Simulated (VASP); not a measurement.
# Be (P6_3/mmc) in VASP: notebook

Be is run at these levels: PBE+D3(BJ); tasks: relaxation of cell and atoms, single point.

Everything below comes from runs of VASP 6.6.1. Logs are shortened: lines on timing, memory, paths and dates and some standing lists are left out, and cuts for length are marked.

**1. The cell of the first run**

It takes space group P6_3/mmc (No. 194, hexagonal). Conventional cell: a = 2.224 Å, b = 2.224 Å, c = 3.474 Å, α = 90.00°, β = 90.00°, γ = 120.00°. Within 2.9 Å of Be (site symmetry -6m2) lie 12 Be at 2.16 to 2.22 Å.

**2. Relaxation of cell and atoms, PBE+D3(BJ)**

Input file INCAR:

```
SYSTEM = Be
PREC = Accurate ; ENCUT = 600
EDIFF = 1E-6 ; ISMEAR = 0
SIGMA = 0.1 ; LREAL = .False.
LASPH = .True. ; NELM = 100
ALGO = Normal ; ISIF = 3
LWAVE = .False. ; LCHARG = .False.
GGA = PE ; IVDW = 12
IBRION = 2 ; NSW = 100
EDIFFG = -0.005
```

Input file KPOINTS:

```
regular mesh
0
Gamma
  21 21 12
  0 0 0
```

Input file POSCAR:

```
Be
1.0
    2.2237101573      0.0000000000      0.0000000000
   -1.1118550787      1.9257894869      0.0000000000
    0.0000000000      0.0000000000      3.4735851493
Be
2
Direct
    0.3333333333      0.6666666667      0.2500000000
    0.6666666667      0.3333333333      0.7500000000
```

Potentials or basis: VASP PAW PBE potentials, release 64 (Be).

The run is started by

```bash
$ cat potpaw_PBE.64/Be/POTCAR > POTCAR
$ mpirun -np 1 vasp_std > vasp.out
```

OUTCAR:

```text
SYSTEM = Be
   PREC = Accurate
   ENCUT = 600
   EDIFF = 1E-6
   ISMEAR = 0
   LREAL = .False.
   LASPH = .True.
   NELM = 100
   ISIF = 3
   GGA = PE
   IVDW = 12
   IBRION = 2
   NSW = 100
   EDIFFG = -0.005
 IVDW          = 12

 ion  position               nearest neighbor table
   1  0.333  0.667  0.250-   2 2.16   2 2.16   2 2.16   2 2.16   2 2.16   2 2.16
   2  0.667  0.333  0.750-   1 2.16   1 2.16   1 2.16   1 2.16   1 2.16   1 2.16

  LATTYP: Found a hexagonal cell.
 ALAT       =     2.2237101573
 C/A-ratio  =     1.5620674025

  Lattice vectors:

 A1 = (   2.2237101573,   0.0000000000,   0.0000000000)
 A2 = (  -1.1118550787,   1.9257894869,   0.0000000000)
 A3 = (   0.0000000000,   0.0000000000,   3.4735851493)

Analysis of symmetry for initial positions (statically):
=====================================================================
 Subroutine PRICEL returns:
 Original cell was already a primitive cell.

 Routine SETGRP: Setting up the symmetry group for a
 hexagonal supercell.

 Subroutine GETGRP returns: Found 24 space group operations
 (whereof 12 operations were pure point group operations)
 out of a pool of 24 trial point group operations.

The static configuration has the point symmetry D_3d.
 The point group associated with its full space group is D_6h.

Analysis of symmetry for dynamics (positions and initial velocities):
=====================================================================
 Subroutine PRICEL returns:
 Original cell was already a primitive cell.

 Routine SETGRP: Setting up the symmetry group for a
 hexagonal supercell.

 Subroutine GETGRP returns: Found 24 space group operations
 (whereof 12 operations were pure point group operations)
 out of a pool of 24 trial point group operations.

The dynamic configuration has the point symmetry D_3d.
 The point group associated with its full space group is D_6h.

 Subroutine INISYM returns: Found 24 space group operations
 (whereof 12 operations are pure point group operations),
 and found     1 'primitive' translations

----------------------------------------------------------------------------------------

                                     Primitive cell

  volume of cell :      14.8753

  direct lattice vectors                    reciprocal lattice vectors
     2.223710157  0.000000000  0.000000000     0.449698895  0.259633778  0.000000000
    -1.111855079  1.925789487  0.000000000     0.000000000  0.519267556  0.000000000
     0.000000000  0.000000000  3.473585149     0.000000000  0.000000000  0.287886998

  length of vectors
     2.223710157  2.223710157  3.473585149     0.519267556  0.519267556  0.287886998

  position of ions in fractional coordinates (direct lattice)
     0.333333333  0.666666667  0.250000000
     0.666666667  0.333333333  0.750000000

  ion indices of the primitive-cell ions
   primitive index   ion index
                 1           1
                 2           2

----------------------------------------------------------------------------------------

 KPOINTS: regular mesh

Automatic generation of k-mesh.
 Grid dimensions read from file:
 generate k-points for:   21   21   12

 Generating k-lattice:

  Cartesian coordinates                     Fractional coordinates (reciprocal lattice)
     0.021414233  0.012363513  0.000000000     0.047619048  0.000000000  0.000000000
     0.000000000  0.024727026  0.000000000     0.000000000  0.047619048  0.000000000
     0.000000000  0.000000000  0.023990583     0.000000000  0.000000000  0.083333333

  Length of vectors
     0.024727026  0.024727026  0.023990583

  Shift w.r.t. Gamma in fractional coordinates (k-lattice)
     0.000000000  0.000000000  0.000000000

 Subroutine IBZKPT returns following result:
 ===========================================

 Found    336 irreducible k-points:

 Following reciprocal coordinates:
            Coordinates               Weight
  0.000000  0.000000  0.000000      1.000000
  0.047619  0.000000  0.000000      6.000000
  0.095238 -0.000000  0.000000      6.000000
  0.142857  0.000000  0.000000      6.000000
  0.190476 -0.000000  0.000000      6.000000
  0.238095  0.000000  0.000000      6.000000
[... 16 lines left out ...]
  0.142857  0.095238  0.000000     12.000000
  0.190476  0.095238  0.000000     12.000000
 [... further k-points ...]
   k-points           NKPTS =    336   k-points in BZ     NKDIM =    336   number of bands    NBANDS=      6
   number of dos      NEDOS =    301   number of ions     NIONS =      2
   total plane-waves  NPLWV =   9072
   dimension x,y,z NGX =    18 NGY =   18 NGZ =   28
   dimension x,y,z NGXF=    36 NGYF=   36 NGZF=   56
   ions per type =               2
   NGX,Y,Z   is equivalent  to a cutoff of  13.46, 13.46, 13.40 a.u.
   NGXF,Y,Z  is equivalent  to a cutoff of  26.91, 26.91, 26.80 a.u.
 SYSTEM =  Be
   PREC   = accura    normal or accurate (medium, high low for compatibility)
   ISTART =      0    job   : 0-new  1-cont  2-samecut
   ICHARG =      2    charge: 1-file 2-atom 10-const
   ISPIN  =      1    spin polarized calculation?
   LNONCOLLINEAR =      F non collinear calculations
   LSORBIT =      F    spin-orbit coupling
   LASPH  =      T    aspherical Exc in radial PAW
   ENCUT  =  600.0 eV  44.10 Ry    6.64 a.u.   4.44  4.44  6.94*2*pi/ulx,y,z
   NELM   =    100;   NELMIN=  2; NELMDL= -5     # of ELM steps
   EDIFF  = 0.1E-05   stopping-criterion for ELM
   LREAL  =      F    real-space projection
   EDIFFG = -.5E-02   stopping-criterion for IOM
   NSW    =    100    number of steps for IOM
   IBRION =      2    ionic relax: 0-MD 1-quasi-New 2-CG
   NFREE  =      1    steps in history (QN), initial steepest desc. (CG)
   ISIF   =      3    stress and relaxation
   ISYM   =      2    0-nonsym 1-usesym 2-fastsym
   POTIM  = 0.5000    time-step for ionic-motion
   TEBEG  =    0.0;   TEEND  =   0.0 temperature during run
   PSTRESS=    0.0 pullay stress
   NELECT =       4.0000    total number of electrons
   NUPDOWN=      -1.0000    fix difference up-down
   EMIN   =  10.00;   EMAX   =-10.00  energy-range for DOS
   EFERMI =   0.00;   METHOD = LEGACY
   ISMEAR =     0;   SIGMA  =   0.10  broadening in eV -4-tet -1-fermi 0-gaus
   EFERMI_NEDOS =   21; number of points for ismear=-14 and -15
   IALGO  =     38    algorithm
   IMIX   =      4    mixing-type and parameters
     AMIX     =   0.40;   BMIX     =  1.00
     AMIX_MAG =   1.60;   BMIX_MAG =  1.00
  volume/ion in A,a.u.               =       7.44        50.19
  Fermi-wavevector in a.u.,A,eV,Ry     =   1.056671  1.996819 15.191638  1.116554
  Thomas-Fermi vector in A             =   2.191916
   LORBIT       =      0    0 simple, 1 ext, 2 COOP (PROOUT), +10 PAW based schemes
   GGA     = PE    functional components
   LHFCALC =     F    Hartree Fock is set to
   AEXX    =    0.0000 exact exchange contribution
   IVDW    =    12    specifies the selected vdW correction
   LEPSILON=     F    determine dielectric tensor
   LRPA    =     F    only Hartree local field effects (RPA)
 conjugate gradient relaxation of ions
 non-spin polarized calculation
 Gauss-broadening in eV      SIGMA  =   0.10
  energy-cutoff  :      600.00
  volume of cell :       14.88
 maximum number of plane-waves:       523
 NGX is ok and might be reduce to    18
   NGX =  9   NGY =  9   NGZ = 13

--------------------------------------- Ionic step        1  -------------------------------------------

 number of electron       4.0000000 magnetization

 Free energy of the ion-electron system (eV)
  ---------------------------------------------------
  ext. energy  EPLUGINS =         0.00000000
  ---------------------------------------------------
  free energy    TOTEN  =        -7.50453939 eV

  energy without entropy =       -7.50303031  energy(sigma->0) =       -7.50378485

------------------------ aborting loop because EDIFF is reached ----------------------------------------

 Edisp (eV)   -0.75664

 E8    (eV) :    -0.2624

  FORCE on cell =-STRESS in cart. coord.  units (eV):
  Direction    XX          YY          ZZ          XY          YZ          ZX
  --------------------------------------------------------------------------------------
  -------------------------------------------------------------------------------------
  Total      -0.12422    -0.12422     0.31018     0.00000     0.00000     0.00000
  in kB     -13.37934   -13.37934    33.40872     0.00000     0.00000     0.00000
  external pressure =        2.22 kB  Pullay stress =        0.00 kB

 VOLUME and BASIS-vectors are now :
 -----------------------------------------------------------------------------
  energy-cutoff  :      600.00
  volume of cell :       14.88
      direct lattice vectors                 reciprocal lattice vectors
     2.223710157  0.000000000  0.000000000     0.449698895  0.259633778  0.000000000
    -1.111855079  1.925789487  0.000000000     0.000000000  0.519267556  0.000000000
     0.000000000  0.000000000  3.473585149     0.000000000  0.000000000  0.287886998
[... 121 lines left out ...]
 POSITION                                       TOTAL-FORCE (eV/Angst)
 -----------------------------------------------------------------------------------
     -0.00000      1.27946      0.87583         0.000000     -0.000000      0.000000
      1.10804      0.63973      2.62748        -0.000000      0.000000      0.000000
 -----------------------------------------------------------------------------------
    total drift:                                0.000000     -0.000000      0.000000

  FREE ENERGIE OF THE ION-ELECTRON SYSTEM (eV)
  ---------------------------------------------------
  free  energy   TOTEN  =        -8.2629126271 eV

  energy  without entropy=       -8.2615018704  energy(sigma->0) =       -8.26220725

--------------------------------------- Ionic step        5  -------------------------------------------

 number of electron       4.0000000 magnetization

 Free energy of the ion-electron system (eV)
  ---------------------------------------------------
  ext. energy  EPLUGINS =         0.00000000
  ---------------------------------------------------
  free energy    TOTEN  =        -7.50675268 eV

  energy without entropy =       -7.50534464  energy(sigma->0) =       -7.50604866

 E-fermi :   7.5792     XC(G=0): -10.8063

 val. band max:        7.5672188045   @ k =   0.3333   0.0476   0.0000
 cond. band min:       7.6126073830   @ k =   0.3333   0.2857   0.0833
 fundamental gap:      0.0453885784
 Fermi energy:         7.5792240166

 k-point     1 :       0.0000    0.0000    0.0000
  band No.  band energies     occupation
      1      -4.1549      2.00000
      2       2.8294      2.00000
      3       8.7837      0.00000
      4      24.3920      0.00000
      5      24.3920      0.00000
      6      27.3393      0.00000

 k-point     2 :       0.0476    0.0000    0.0000
  band No.  band energies     occupation
      1      -4.0881      2.00000
      2       2.9188      2.00000
      3       8.8005      0.00000
      4      23.8088      0.00000
      5      23.9353      0.00000
      6      27.3529      0.00000
[... 181 lines left out ...]
 k-point    23 :       0.1429    0.0952    0.0000
  band No.  band energies     occupation
      1      -2.8830      2.00000
      2       4.5222      2.00000
      3       9.0150      0.00000
      4      18.0580      0.00000
      5      19.5845      0.00000
      6      26.2883      0.00000

 k-point    24 :       0.1905    0.0952    0.0000
  band No.  band energies     occupation
      1      -2.2793      2.00000
      2       5.3189      2.00000
      3       9.0142      0.00000
      4      16.2032      0.00000
      5      18.6379      0.00000
      6      24.5640      0.00000

 [... further k-points ...]

------------------------ aborting loop because EDIFF is reached ----------------------------------------

 Edisp (eV)   -0.75617

 E8    (eV) :    -0.2622

  FORCE on cell =-STRESS in cart. coord.  units (eV):
  Direction    XX          YY          ZZ          XY          YZ          ZX
  --------------------------------------------------------------------------------------
  -------------------------------------------------------------------------------------
  Total       0.00147     0.00147    -0.00797    -0.00000     0.00000     0.00000
  in kB       0.15858     0.15858    -0.85762    -0.00000     0.00000     0.00000
  external pressure =       -0.18 kB  Pullay stress =        0.00 kB

 VOLUME and BASIS-vectors are now :
 -----------------------------------------------------------------------------
  energy-cutoff  :      600.00
  volume of cell :       14.88
      direct lattice vectors                 reciprocal lattice vectors
     2.215195424  0.000000000  0.000000000     0.451427440  0.260631754  0.000000000
    -1.107597712  1.918415511  0.000000000    -0.000000000  0.521263508 -0.000000000
    -0.000000000  0.000000000  3.502371083    -0.000000000 -0.000000000  0.285520859

 POSITION                                       TOTAL-FORCE (eV/Angst)
 -----------------------------------------------------------------------------------
     -0.00000      1.27894      0.87559         0.000000     -0.000000      0.000000
      1.10760      0.63947      2.62678        -0.000000      0.000000      0.000000
 -----------------------------------------------------------------------------------
    total drift:                                0.000000     -0.000000      0.000000

  FREE ENERGIE OF THE ION-ELECTRON SYSTEM (eV)
  ---------------------------------------------------
  free  energy   TOTEN  =        -8.2629215044 eV

  energy  without entropy=       -8.2615134636  energy(sigma->0) =       -8.26221748

 reached required accuracy - stopping structural energy minimisation
```

Wall time 55 s (1 thread of Intel Xeon 8259CL, shared host); peak memory 0.16 GiB.

What came out:

```yaml
Free_energy: -8.2629 eV
Relaxed_volume: 7.44 Å³/atom
Relaxed_cell: a = 2.215 Å, b = 2.215 Å, c = 3.502 Å, α = 90.00°, β = 90.00°, γ = 120.00°
Space_group_after_relaxing_to_0.05_Å: P6_3/mmc (No. 194)
Energy_gained_by_relaxing: 0.9 meV/atom
Ionic_steps: 5
Pressure_after_relaxing: 0.0 GPa
Band_gap_on_the_k_mesh: zero (band 2 reaches 8.55 eV, above the bottom of band 3 at 6.40 eV)
Dispersion_energy_per_atom: -0.378 eV
```

Stress tensor (GPa, compression positive):
```
 0.02  0.00  0.00
 0.00  0.02  0.00
 0.00  0.00 -0.09
```

Step by step:
| step | energy change (eV) | largest force (eV/Å) | pressure (GPa) | volume (Å³) |
| --- | --- | --- | --- | --- |
| 1 | 0.0000 | 0.0000 | 0.22 | 14.88 |
| 2 | -0.0017 | 0.0000 | -0.12 | 14.90 |
| 3 | -0.0017 | 0.0000 | -0.16 | 14.90 |
| 4 | -0.0017 | 0.0000 | -0.16 | 14.90 |
| 5 | -0.0017 | 0.0000 | -0.02 | 14.88 |

Final structure:
```yaml
crystal:
  lattice:
    - [2.21520, 0.00000, 0.00000]
    - [-1.10760, 1.91842, 0.00000]
    - [0.00000, 0.00000, 3.50237]
  atoms:
    - { symbol: Be, position: [0.33333, 0.66667, 0.25000] }
    - { symbol: Be, position: [0.66667, 0.33333, 0.75000] }
```

Caveat: pairwise dispersion overbinds metals, which lowers pressure and volume.

**3. Relaxation of cell and atoms, PBE+D3(BJ)**

Input file INCAR:

```
ALGO     = Normal         # electronic algorithm
EDIFF    = 1E-6           # SCF threshold, eV
EDIFFG   = -0.001         # ionic threshold
ENCUT    = 600            # plane-wave cutoff, eV
GGA      = PE             # functional
IBRION   = 2              # ionic algorithm
ISIF     = 3              # what is computed and relaxed
ISMEAR   = -1             # smearing method
IVDW     = 12             # dispersion correction
LASPH    = True           # aspherical terms in the spheres
LCHARG   = False          # write CHGCAR
LREAL    = False          # projectors in reciprocal space
LWAVE    = False          # write WAVECAR
NELM     = 100            # most SCF steps
NSW      = 80             # ionic steps
PREC     = Accurate       # precision mode
SIGMA    = 0.15           # smearing width, eV
```

Input file KPOINTS:

```
k-points
0
Gamma
  21 21 12
```

Input file POSCAR:

```
Be
1.0
    2.2142215395      0.0000000000      0.0000000000
   -1.1071107698      1.9175721028      0.0000000000
    0.0000000000      0.0000000000      3.5000027207
Be
2
Direct
    0.3333333333      0.6666666667      0.2500000000
    0.6666666667      0.3333333333      0.7500000000
```

Potentials or basis: VASP PAW PBE potentials, release 64 (Be).

The run is started by

```bash
$ cat potpaw_PBE.64/Be/POTCAR > POTCAR
$ mpirun -np 1 vasp_std > vasp.out
```

Wall time 41 s (1 thread of Intel Xeon 8259CL, shared host); peak memory 0.16 GiB.

It converged, with:

* Free energy: -8.2694 eV
* Relaxed volume: 7.44 Å³/atom
* Relaxed cell: a = 2.216 Å, b = 2.216 Å, c = 3.500 Å, α = 90.00°, β = 90.00°, γ = 120.00°
* Space group after relaxing (to 0.05 Å): P6_3/mmc (No. 194)
* Energy gained by relaxing: 0.0 meV/atom
* Ionic steps: 3
* Pressure after relaxing: 0.0 GPa
* Band gap on the k mesh: zero (band 2 reaches 8.54 eV, above the bottom of band 3 at 6.39 eV)
* Dispersion energy per atom: -0.378 eV

Final structure:
```
CELL_PARAMETERS angstrom
2.21615 0.00000 0.00000
-1.10808 1.91925 0.00000
0.00000 0.00000 3.50048
ATOMIC_POSITIONS crystal
Be 0.33333 0.66667 0.25000
Be 0.66667 0.33333 0.75000
```

Levels at points of the mesh, in eV from the Fermi level:
| k point | band 1 | band 2 | band 3 | band 4 | band 5 |
| --- | --- | --- | --- | --- | --- |
| (0.00, 0.00, 0.00) | -11.74 | -4.75 | 1.21 | 16.78 | 16.78 |
| (0.00, 0.00, 0.50) | -9.54 | -9.54 | 11.07 | 11.07 | 18.50 |

Caveat: pairwise dispersion overbinds metals, which lowers pressure and volume.

(Continued in part 2 of 2.)
